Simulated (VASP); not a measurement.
# CsSnI3 (Pm-3m) in VASP: settings compared, part 2 of 2

VASP 6.6.1. Earlier steps stand in the parts before.

## Step 6: Single point, BLYP

This run uses another cell than the first one, of 53.90 Å³/atom, 1.128 times its volume.

File INCAR:

```
PREC = Accurate
ENCUT = 520
EDIFF = 1E-6
ISMEAR = -1
SIGMA = 0.05
LREAL = F
LASPH = T
NELM = 80
ALGO = Normal
ISIF = 2
LWAVE = F
LCHARG = F
GGA = B5
ALDAX = 1.0
AGGAX = 1.0
AGGAC = 1.0
ALDAC = 0.0
NBANDS = 30
```

File KPOINTS:

```
regular mesh
0
Gamma
  5 5 5
```

File POSCAR:

```
CsSnI3
1.0
    6.4594302949      0.0000000000      0.0000000000
    0.0000000000      6.4594302949      0.0000000000
    0.0000000000      0.0000000000      6.4594302949
Cs I Sn
1 3 1
Direct
    0.0000000000      0.0000000000      0.0000000000
    0.5000000000      0.5000000000      0.0000000000
    0.5000000000      0.0000000000      0.5000000000
    0.0000000000      0.5000000000      0.5000000000
    0.5000000000      0.5000000000      0.5000000000
```

Potentials or basis: VASP PAW PBE potentials, release 64 (Cs_sv, I, Sn_d).

Launch:

```console
$ cat potpaw_PBE.64/Cs_sv/POTCAR potpaw_PBE.64/I/POTCAR potpaw_PBE.64/Sn_d/POTCAR > POTCAR
$ mpirun -np 1 vasp_std > vasp.out
```

OUTCAR:

```text
PREC = Accurate
   ENCUT = 520
   EDIFF = 1E-6
   ISMEAR = -1
   LREAL = F
   LASPH = T
   NELM = 80
   ISIF = 2
   GGA = B5

 ion  position               nearest neighbor table
   1  0.000  0.000  0.000-
   2  0.500  0.500  0.000-   5 3.23   5 3.23
   3  0.500  0.000  0.500-   5 3.23   5 3.23
   4  0.000  0.500  0.500-   5 3.23   5 3.23
   5  0.500  0.500  0.500-   2 3.23   3 3.23   4 3.23   2 3.23   3 3.23   4 3.23

  LATTYP: Found a simple cubic cell.
 ALAT       =     6.4594302949

  Lattice vectors:

 A1 = (   6.4594302949,   0.0000000000,   0.0000000000)
 A2 = (   0.0000000000,   6.4594302949,   0.0000000000)
 A3 = (   0.0000000000,   0.0000000000,   6.4594302949)

Analysis of symmetry for initial positions (statically):
=====================================================================
 Subroutine PRICEL returns:
 Original cell was already a primitive cell.

 Routine SETGRP: Setting up the symmetry group for a
 simple cubic supercell.

 Subroutine GETGRP returns: Found 48 space group operations
 (whereof 48 operations were pure point group operations)
 out of a pool of 48 trial point group operations.

The static configuration has the point symmetry O_h .

Analysis of symmetry for dynamics (positions and initial velocities):
=====================================================================
 Subroutine PRICEL returns:
 Original cell was already a primitive cell.

 Routine SETGRP: Setting up the symmetry group for a
 simple cubic supercell.

 Subroutine GETGRP returns: Found 48 space group operations
 (whereof 48 operations were pure point group operations)
[... 105 lines left out ...]
   NUPDOWN=      -1.0000    fix difference up-down
   EMIN   =  10.00;   EMAX   =-10.00  energy-range for DOS
   EFERMI =   0.00;   METHOD = LEGACY
   ISMEAR =    -1;   SIGMA  =   0.05  broadening in eV -4-tet -1-fermi 0-gaus
   EFERMI_NEDOS =   21; number of points for ismear=-14 and -15
   IALGO  =     38    algorithm
   IMIX   =      4    mixing-type and parameters
     AMIX     =   0.40;   BMIX     =  1.00
     AMIX_MAG =   1.60;   BMIX_MAG =  1.00
  volume/ion in A,a.u.               =      53.90       363.76
  Fermi-wavevector in a.u.,A,eV,Ry     =   0.894743  1.690819 10.892342  0.800565
  Thomas-Fermi vector in A             =   2.016986
   LORBIT       =      0    0 simple, 1 ext, 2 COOP (PROOUT), +10 PAW based schemes
   GGA     = B5    functional components
   LHFCALC =     F    Hartree Fock is set to
   AEXX    =    0.0000 exact exchange contribution
   IVDW    =     0    specifies the selected vdW correction
   LEPSILON=     F    determine dielectric tensor
   LRPA    =     F    only Hartree local field effects (RPA)
 non-spin polarized calculation
  energy-cutoff  :      520.00
  volume of cell :      269.51
 maximum number of plane-waves:      7283
   NGX = 25   NGY = 25   NGZ = 25

 number of electron      44.0000023 magnetization

 Free energy of the ion-electron system (eV)
  ---------------------------------------------------
  ext. energy  EPLUGINS =         0.00000000
  ---------------------------------------------------
  free energy    TOTEN  =       -12.32234306 eV

  energy without entropy =      -12.32234306  energy(sigma->0) =      -12.32234306

 E-fermi :   2.0994     XC(G=0):  -6.6590

 val. band max:        1.1614680400   @ k =   0.4000   0.4000   0.4000
 cond. band min:       3.0784734304   @ k =   0.4000   0.4000   0.4000
 fundamental gap:      1.9170053904
 Fermi energy:         2.0993989225

 k-point     1 :       0.0000    0.0000    0.0000
  band No.  band energies     occupation
      1     -20.0407      2.00000
      2     -19.9053      2.00000
      3     -19.9053      2.00000
      4     -19.8920      2.00000
      5     -19.8920      2.00000
      6     -19.8920      2.00000
[... 319 lines left out ...]
     29       6.4640      0.00000
     30       7.3214      0.00000

------------------------ aborting loop because EDIFF is reached ----------------------------------------

  FORCE on cell =-STRESS in cart. coord.  units (eV):
  Direction    XX          YY          ZZ          XY          YZ          ZX
  --------------------------------------------------------------------------------------
  -------------------------------------------------------------------------------------
  Total        0.0398062      0.0398062      0.0398062      0.0000000     -0.0000000      0.0000000
  in kB        0.2366348      0.2366348      0.2366348      0.0000000     -0.0000000      0.0000000
  external PRESSURE =       0.2366348 kB  Pullay stress =       0.0000000 kB

 VOLUME and BASIS-vectors are now :
 -----------------------------------------------------------------------------
  energy-cutoff  :      520.00
  volume of cell :      269.51
      direct lattice vectors                 reciprocal lattice vectors
     6.459430295  0.000000000  0.000000000     0.154812414  0.000000000  0.000000000
     0.000000000  6.459430295  0.000000000     0.000000000  0.154812414  0.000000000
     0.000000000  0.000000000  6.459430295     0.000000000  0.000000000  0.154812414

 POSITION                                       TOTAL-FORCE (eV/Angst)
 -----------------------------------------------------------------------------------
      0.00000      0.00000      0.00000         0.000000      0.000000      0.000000
      3.22972      3.22972      0.00000         0.000000      0.000000      0.000000
      3.22972      0.00000      3.22972         0.000000      0.000000      0.000000
      0.00000      3.22972      3.22972         0.000000      0.000000      0.000000
      3.22972      3.22972      3.22972         0.000000      0.000000      0.000000
 -----------------------------------------------------------------------------------
    total drift:                                0.000000     -0.000000     -0.000000

  FREE ENERGIE OF THE ION-ELECTRON SYSTEM (eV)
  ---------------------------------------------------
  free  energy   TOTEN  =       -12.3223430615 eV

  energy  without entropy=      -12.3223430597  energy(sigma->0) =      -12.32234306
```

stdout:

```text
POSCAR found type information on POSCAR CsI Sn
 POSCAR found :  3 types and       5 ions
 scaLAPACK will be used
 -----------------------------------------------------------------------------
|                                                                             |
|                                                                             |
|     You enforced a specific xc type in the INCAR file but a different       |
|     I HOPE YOU KNOW WHAT YOU ARE DOING!                                     |
|                                                                             |
 -----------------------------------------------------------------------------

 LDA part: xc-table for (Slater(with rela. corr.)+VWN5), standard interpolation
 POSCAR, INCAR and KPOINTS ok, starting setup
 FFT: planning ... GRIDC
 FFT: planning ... GRID_SOFT
 FFT: planning ... GRID
 WAVECAR not read
 entering main loop
```

Wall time 46 s (1 thread of Intel Xeon 6975P-C (Granite Rapids), shared host); peak memory 0.36 GiB.

What came out:

- Free energy: -12.3223 eV
- Pressure: 0.0 GPa
- Band gap on the k mesh: 1.92 eV, direct

Caveat: the PAW data sets were made with another functional, which shifts forces and pressure a little; spin-orbit coupling is left out, which moves the levels of the heavy elements.

## Step 7: Overview

| level | cell | smearing | gap on the mesh (eV) | pressure (GPa) |
| --- | --- | --- | --- | --- |
| PBE | a = 6.206 Å, 5 atoms | gaussian 0.012 eV | 1.75 | 0.5 |
| PBE | a = 6.206 Å, 5 atoms | gaussian 0.013 eV | 1.75 | 0.5 |
| PBE | a = 6.206 Å, 5 atoms | gaussian 0.014 eV | 1.75 | 0.5 |
| revPBE | a = 6.390 Å, 5 atoms | fermi-dirac 0.05 eV | 1.84 | 0.0 |
| BLYP | a = 6.459 Å, 5 atoms | fermi-dirac 0.05 eV | 1.92 | 0.0 |

Alike in all rows: task single point; potentials or basis VASP PAW PBE potentials, release 64 (Cs_sv, I, Sn_d); no spin polarisation; k mesh 5 × 5 × 5; cutoff (eV) 520.

On the cell as given the gap runs from 1.75 eV (PBE) to 1.75 eV (PBE).

Caveats: spin-orbit coupling is left out, which moves the levels of the heavy elements; the PAW data sets were made with another functional, which shifts forces and pressure a little (some runs).

Absolute energies hang on the potentials; compare differences alone.
